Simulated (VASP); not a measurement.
Wanted: the native input for a VASP 6.6.1 run.

```
Task                   : single point
Functional             : RPBE
Potentials or basis    : VASP PAW PBE potentials, release 64 (B, N)
Cutoff                 : 600 eV
k mesh                 : 10 × 10 × 6
Occupations            : gaussian, width 0.05 eV
Spin                   : no spin polarisation
Dipole correction      : no
Further INCAR settings : ALGO = Normal; EDIFF = 1e-06; NBANDS = 16
```

The structure of BN lies in POSCAR:

```
BN
1.0
    2.5507933354      0.0000000000      0.0000000000
   -1.2753966677      2.2090518283      0.0000000000
    0.0000000000      0.0000000000      4.2178047658
B N
2 2
Direct
    0.6666666667      0.3333333333      0.0002079309
    0.3333333333      0.6666666667      0.5002079309
    0.6666666667      0.3333333333      0.3747920691
    0.3333333333      0.6666666667      0.8747920691
```

This cell differs from its parent crystal: volume scaled by 0.98.

The input as run:

INCAR

```
SYSTEM = BN
  ALGO = Normal
  EDIFF = 1E-6
  ENCUT = 600
  GGA = RP
  GGA_COMPAT = .False.
  ISIF = 2
  ISMEAR = 0
  LASPH = .True.
  LCHARG = .True.
  LELF = .True.
  LREAL = .False.
  LVHAR = .True.
  LWAVE = .False.
  NBANDS = 16
  NELM = 120
  PREC = Accurate
  SIGMA = 0.05
```

KPOINTS

```
k-points
0
Gamma
  10 10 6
  0 0 0
```

Potentials or basis: VASP PAW PBE potentials, release 64 (B, N).

The run is started by

```sh
$ cat potpaw_PBE.64/B/POTCAR potpaw_PBE.64/N/POTCAR > POTCAR
$ mpirun -np 1 vasp_std > vasp.out
```

It gave:

```json
{
 "Pressure": "7.6 GPa",
 "Largest force": "0.005 eV/Å",
 "Band gap on the k mesh": "5.47 eV, indirect (least direct gap 8.30 eV)"
}
```

Caveat: the PAW data sets were made with another functional, which shifts forces and pressure a little.

Run time: 31 s on 1 thread of Intel Xeon 8259CL (shared host), peak memory 0.14 GiB.
